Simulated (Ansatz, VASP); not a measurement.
**LiH: VASP beside Ansatz**

```
Li H
1.0
     2.69062    0.00000    0.00000
     0.00000    2.69062    0.00000
     0.00000    0.00000    4.35998
Li H
1 1
Direct
  0.00000 0.00000 0.00000
  0.50000 0.50000 0.00000
```

Alike in both runs: functional PBE; k mesh 14 × 14 × 10; occupations gaussian, width 0.01 eV; no spin polarisation.

Ansatz relaxed the structure, and its values are those at the end. VASP's run is a single point on that final structure, the one shown.

|  | VASP | Ansatz |
| --- | --- | --- |
| version | VASP 6.6.1 | Ansatz 0.2.0 |
| potentials or method | VASP PAW PBE potentials, release 64 (Li_sv, H), cutoff 520 eV | scalar-relativistic, plane waves, PAW |
| valence electrons in the cell | 4 | 4 |

|  | VASP | Ansatz | Ansatz less VASP |
| --- | --- | --- | --- |
| gap on the k mesh at the Fermi level (eV) | 0.32 | 0.32 | +0.001 |
| least direct gap on the mesh (eV) | 4.53 | 4.54 | +0.008 |

Noted on VASP's run: the cutoff is short for stress, so the pressure is rough.
